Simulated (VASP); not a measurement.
# LuH2 in VASP: notebook

The runs below take LuH2 through electric field gradients, density of states, with LDA.

Everything below comes from runs of VASP 6.6.1. Logs are shortened: lines on timing, memory, paths and dates and some standing lists are left out, and cuts for length are marked.

## 1. The cell of the first run

It takes space group Fm-3m (No. 225, cubic). Conventional cell: a = 5.099 Å, b = 5.099 Å, c = 5.099 Å, α = 90.00°, β = 90.00°, γ = 90.00°. Lu (site symmetry m-3m) has 8 H at 2.21 Å within 2.9 Å. Within 2.9 Å of H (site symmetry -43m) lie 4 Lu at 2.21 Å and 6 H at 2.55 Å.

## 2. Electric field gradients, LDA (volume scaled by 1.04)

Input file INCAR:

```
SYSTEM = LuH2
PREC = Accurate ; ENCUT = 520
EDIFF = 1E-8 ; ISMEAR = -1
SIGMA = 0.02 ; LREAL = .False.
LASPH = .True. ; NELM = 120
ALGO = Normal ; ISIF = 2
LWAVE = .False. ; LCHARG = .False.
GGA = CA ; LEFG = .True.
NBANDS = 20 ; GGA_COMPAT = .False.
```

Input file KPOINTS:

```
regular mesh
0
Gamma
  8 8 8
  0 0 0
```

Input file POSCAR:

```
LuH2
1.0
    0.0000000000      2.5496156397      2.5496156397
    2.5496156397      0.0000000000      2.5496156397
    2.5496156397      2.5496156397      0.0000000000
Lu H
1 2
Direct
    0.0000000000      0.0000000000      0.0000000000
    0.2500000000      0.2500000000      0.2500000000
    0.7500000000      0.7500000000      0.7500000000
```

Potentials or basis: VASP PAW PBE potentials, release 64 (Lu, H).

On the command line:

```bash
cat potpaw_PBE.64/Lu/POTCAR potpaw_PBE.64/H/POTCAR > POTCAR
mpirun -np 1 vasp_std > vasp.out
```

OUTCAR:

```text
SYSTEM = LuH2
   PREC = Accurate
   ENCUT = 520
   EDIFF = 1E-8
   ISMEAR = -1
   LREAL = .False.
   LASPH = .True.
   NELM = 120
   ISIF = 2
   GGA = CA

 ion  position               nearest neighbor table
   1  0.000  0.000  0.000-   3 2.21   3 2.21   3 2.21   2 2.21   3 2.21   2 2.21   2 2.21   2 2.21

   2  0.250  0.250  0.250-   1 2.21   1 2.21   1 2.21   1 2.21
   3  0.750  0.750  0.750-   1 2.21   1 2.21   1 2.21   1 2.21

  LATTYP: Found a face centered cubic cell.
 ALAT       =     5.0992312794

  Lattice vectors:

 A1 = (   0.0000000000,   2.5496156397,   2.5496156397)
 A2 = (   2.5496156397,   0.0000000000,   2.5496156397)
 A3 = (   2.5496156397,   2.5496156397,   0.0000000000)

Analysis of symmetry for initial positions (statically):
=====================================================================
 Subroutine PRICEL returns:
 Original cell was already a primitive cell.

 Routine SETGRP: Setting up the symmetry group for a
 face centered cubic supercell.

 Subroutine GETGRP returns: Found 48 space group operations
 (whereof 48 operations were pure point group operations)
 out of a pool of 48 trial point group operations.

The static configuration has the point symmetry O_h .

Analysis of symmetry for dynamics (positions and initial velocities):
=====================================================================
 Subroutine PRICEL returns:
 Original cell was already a primitive cell.

 Routine SETGRP: Setting up the symmetry group for a
 face centered cubic supercell.

 Subroutine GETGRP returns: Found 48 space group operations
 (whereof 48 operations were pure point group operations)
 out of a pool of 48 trial point group operations.

The dynamic configuration has the point symmetry O_h .

 Subroutine INISYM returns: Found 48 space group operations
 (whereof 48 operations are pure point group operations),
 and found     1 'primitive' translations

----------------------------------------------------------------------------------------

                                     Primitive cell

  volume of cell :      33.1478

  direct lattice vectors                    reciprocal lattice vectors
     0.000000000  2.549615640  2.549615640    -0.196107991  0.196107991  0.196107991
     2.549615640  0.000000000  2.549615640     0.196107991 -0.196107991  0.196107991
[... 121 lines left out ...]
 maximum number of plane-waves:       911
   NGX = 13   NGY = 13   NGZ = 13

 number of electron      27.0000008 magnetization

 Free energy of the ion-electron system (eV)
  ---------------------------------------------------
  ext. energy  EPLUGINS =         0.00000000
  ---------------------------------------------------
  free energy    TOTEN  =       -13.95791550 eV

  energy without entropy =      -13.95460113  energy(sigma->0) =      -13.95625831

 E-fermi :   2.2807     XC(G=0): -11.1931

 val. band max:        2.2745316622   @ k =   0.3750   0.2500   0.0000
 cond. band min:       2.3045377328   @ k =   0.5000   0.2500   0.1250
 fundamental gap:      0.0300060707
 Fermi energy:         2.2806743425

 k-point     1 :       0.0000    0.0000    0.0000
  band No.  band energies     occupation
      1     -53.7575      2.00000
      2     -24.4765      2.00000
      3     -24.4765      2.00000
      4     -24.4765      2.00000
      5      -6.8351      2.00000
      6      -3.1225      2.00000
[... 541 lines left out ...]
     19      10.2685      0.00000
     20      11.1889      0.00000

 [... further k-points ...]
[... 5 lines left out ...]
  --------------------------------------------------------------------------------------
  -------------------------------------------------------------------------------------
  Total       -1.8820163     -1.8820163     -1.8820163      0.0000000      0.0000000      0.0000000
  in kB      -90.9661498    -90.9661498    -90.9661498      0.0000000      0.0000000      0.0000000
  external PRESSURE =     -90.9661498 kB  Pullay stress =       0.0000000 kB

 VOLUME and BASIS-vectors are now :
 -----------------------------------------------------------------------------
  energy-cutoff  :      520.00
  volume of cell :       33.15
      direct lattice vectors                 reciprocal lattice vectors
     0.000000000  2.549615640  2.549615640    -0.196107991  0.196107991  0.196107991
     2.549615640  0.000000000  2.549615640     0.196107991 -0.196107991  0.196107991
     2.549615640  2.549615640  0.000000000     0.196107991  0.196107991 -0.196107991

 POSITION                                       TOTAL-FORCE (eV/Angst)
 -----------------------------------------------------------------------------------
      0.00000      0.00000      0.00000         0.000000     -0.000000     -0.000000
      1.27481      1.27481      1.27481         0.000000     -0.000000      0.000000
      3.82442      3.82442      3.82442        -0.000000      0.000000     -0.000000
 -----------------------------------------------------------------------------------
    total drift:                               -0.000000     -0.000000      0.000000

  FREE ENERGIE OF THE ION-ELECTRON SYSTEM (eV)
  ---------------------------------------------------
  free  energy   TOTEN  =       -13.9579154963 eV

  energy  without entropy=      -13.9546011326  energy(sigma->0) =      -13.95625831

 Electric field gradients (V/A^2)
---------------------------------------------------------------------
 ion       V_xx      V_yy      V_zz      V_xy      V_xz      V_yz
---------------------------------------------------------------------
   1      -0.000    -0.000     0.000    -0.001    -0.001    -0.001
   2       0.000     0.000    -0.000     0.000     0.000     0.000
   3      -0.000     0.000    -0.000     0.000     0.000     0.000
---------------------------------------------------------------------

 Electric field gradients after diagonalization (V/A^2)
 (convention: |V_zz| > |V_xx| > |V_yy|)
----------------------------------------------------------------------
 ion       V_xx      V_yy      V_zz     asymmetry (V_yy - V_xx)/ V_zz
----------------------------------------------------------------------
   1       0.001     0.001    -0.001       0.000
   2      -0.000    -0.000     0.000       0.000
   3      -0.000    -0.000     0.000       0.000
----------------------------------------------------------------------

           NMR quadrupolar parameters

 Cq : quadrupolar parameter    Cq=e*Q*V_zz/h
 eta: asymmetry parameters     (V_yy - V_xx)/ V_zz
 Q  : nuclear electric quadrupole moment in mb (millibarn)
----------------------------------------------------------------------
 ion       Cq(MHz)       eta       Q (mb)
----------------------------------------------------------------------
   1      -0.000       0.000       1.000
   2       0.000       0.000       1.000
   3       0.000       0.000       1.000
----------------------------------------------------------------------
```

Run time: 26 s. Hardware: 1 thread of Intel Xeon 6975P-C, shared host; peak memory 0.17 GiB.

Results:

```yaml
Free_energy: -13.9579 eV
Pressure: -9.1 GPa
```

Caveat: the cell differs from its parent crystal (volume scaled by 1.04); without QUAD_EFG the Cq values of the log hold for a quadrupole moment of 1 mb, not for the nuclei; the PAW data sets were made with another functional, which shifts forces and pressure a little; spin-orbit coupling is left out, which moves the levels of the heavy elements.

## 3. Density of states, LDA

This run uses another cell than the first one, of 10.62 Å³/atom, 0.962 times its volume.

Input file POSCAR:

```
LuH2
1.0
    0.0000000000      2.5165000000      2.5165000000
    2.5165000000      0.0000000000      2.5165000000
    2.5165000000      2.5165000000      0.0000000000
Lu H
1 2
Direct
    0.0000000000      0.0000000000      0.0000000000
    0.2500000000      0.2500000000      0.2500000000
    0.7500000000      0.7500000000      0.7500000000
```

Input file INCAR.step1:

```
  PREC = Accurate
  ENCUT = 520
  EDIFF = 1E-6
  ISMEAR = -1
  SIGMA = 0.02
  LREAL = F
  LASPH = T
  NELM = 120
  ALGO = Normal
  ISIF = 2
  LWAVE = F
  LCHARG = T
  GGA = CA
  NBANDS = 20
  GGA_COMPAT = F
  NEDOS = 2001
  LORBIT = 11
```

Input file KPOINTS.step1:

```
Automatic mesh
0
Gamma
  8 8 8
```

Input file INCAR.step2:

```
  PREC = Accurate
  ENCUT = 520
  EDIFF = 1E-6
  ISMEAR = -5
  SIGMA = 0.02
  LREAL = F
  LASPH = T
  NELM = 120
  ALGO = Normal
  ISIF = 2
  LWAVE = F
  LCHARG = F
  GGA = CA
  LORBIT = 10
  NEDOS = 2001
  ICHARG = 11
  GGA_COMPAT = F
```

Input file KPOINTS.step2:

```
Automatic mesh
0
Gamma
  12 12 12
```

Potentials or basis: VASP PAW PBE potentials, release 64 (Lu, H).

On the command line:

```bash
cat potpaw_PBE.64/Lu/POTCAR potpaw_PBE.64/H/POTCAR > POTCAR
cp INCAR.step1 INCAR
cp KPOINTS.step1 KPOINTS
mpirun -np 1 vasp_std > vasp.out
cp INCAR.step2 INCAR
cp KPOINTS.step2 KPOINTS
mpirun -np 1 vasp_std > vasp.out
```

OUTCAR:

```text
PREC = Accurate
   ENCUT = 520
   EDIFF = 1E-6
   ISMEAR = -5
   LREAL = F
   LASPH = T
   NELM = 120
   ISIF = 2
   GGA = CA
   LORBIT = 10
   ICHARG = 11

 ion  position               nearest neighbor table
   1  0.000  0.000  0.000-   3 2.18   3 2.18   3 2.18   2 2.18   2 2.18   2 2.18   3 2.18   2 2.18

   2  0.250  0.250  0.250-   1 2.18   1 2.18   1 2.18   1 2.18
   3  0.750  0.750  0.750-   1 2.18   1 2.18   1 2.18   1 2.18

  LATTYP: Found a face centered cubic cell.
 ALAT       =     5.0330000000

  Lattice vectors:

 A1 = (   0.0000000000,   2.5165000000,   2.5165000000)
 A2 = (   2.5165000000,   0.0000000000,   2.5165000000)
 A3 = (   2.5165000000,   2.5165000000,   0.0000000000)
[... 674 lines left out ...]
  in kB      -64.4535688    -64.4535688    -64.4535688      0.0000000     -0.0000000     -0.0000000
  external PRESSURE =     -64.4535688 kB  Pullay stress =       0.0000000 kB

 VOLUME and BASIS-vectors are now :
 -----------------------------------------------------------------------------
  energy-cutoff  :      520.00
  volume of cell :       31.87
      direct lattice vectors                 reciprocal lattice vectors
     0.000000000  2.516500000  2.516500000    -0.198688655  0.198688655  0.198688655
     2.516500000  0.000000000  2.516500000     0.198688655 -0.198688655  0.198688655
     2.516500000  2.516500000  0.000000000     0.198688655  0.198688655 -0.198688655

 POSITION                                       TOTAL-FORCE (eV/Angst)
 -----------------------------------------------------------------------------------
      0.00000      0.00000      0.00000        -0.000000     -0.000000     -0.000000
      1.25825      1.25825      1.25825         0.000000      0.000000      0.000000
      3.77475      3.77475      3.77475        -0.000000     -0.000000     -0.000000
 -----------------------------------------------------------------------------------
    total drift:                               -0.000000     -0.000000      0.000000

  FREE ENERGIE OF THE ION-ELECTRON SYSTEM (eV)
  ---------------------------------------------------
  free  energy   TOTEN  =       -14.0266858031 eV

  energy  without entropy=      -14.0266858031  energy(sigma->0) =      -14.02668580

 total charge

# of ion       s       p       d       f       tot
--------------------------------------------------
    1        2.214   6.098   0.951  13.999  23.261
    2        0.545   0.009   0.000   0.000   0.553
    3        0.545   0.009   0.000   0.000   0.553
--------------------------------------------------
tot          3.304   6.115   0.951  13.999  24.368
```

It took 53 s on 1 thread of Intel Xeon 6975P-C, shared host; peak memory 0.18 GiB.

Results:

* Valence electrons inside the program's atomic spheres: Lu 23.26; H 0.55

Caveat: the PAW data sets were made with another functional, which shifts forces and pressure a little; spin-orbit coupling is left out, which moves the levels of the heavy elements; tetrahedron occupations give inexact forces and stress in metals.

(Continued in part 2 of 2.)
